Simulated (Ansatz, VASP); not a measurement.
Na: VASP beside Ansatz

```
Na
1.0
     0.00000   -3.69621    0.00000
    -3.69621    0.00000    0.00000
     0.00000    0.00000   -5.18082
Na
2
Direct
  0.50000 0.55473 0.50000
  0.00000 0.94527 0.00000
```

Change from the starting cell: mode 4 frozen in at -0.204 Å, equal normal strain along x, y and z -0.0083.

Alike in both runs: task single point; functional PBEsol; k mesh 12 × 12 × 10; occupations gaussian, width 0.15 eV; no spin polarisation.

|  | VASP | Ansatz |
| --- | --- | --- |
| version | VASP 6.6.1 | Ansatz 0.2.0 |
| potentials or method | VASP PAW PBE potentials, release 64 (Na_pv), cutoff 520 eV | scalar-relativistic, plane waves, PAW |
| valence electrons in the cell | 14 | 18 |

```tsv
	VASP	Ansatz	Ansatz less VASP
gap on the k mesh at the Fermi level (eV)	none	none	-
pressure (GPa)	0.3	0.3	+0.02
traceless stress, the component that is largest in VASP (GPa)	-0.28	-0.28	+0.001
rms of the force components (eV/Å)	0.091	0.091	-0.0003
```

VASP's potentials were made for PBE, not for PBEsol. Atom by atom the forces differ by 0.000 eV/Å (rms over components). A gap of «none» marks a metal or a gap that the smearing closes. With one functional, cell and mesh, what is left measures potentials, basis and numerics. VASP's potentials hold 14 valence electrons a cell and Ansatz's 18, so a difference there can come from the potentials and not from the codes.
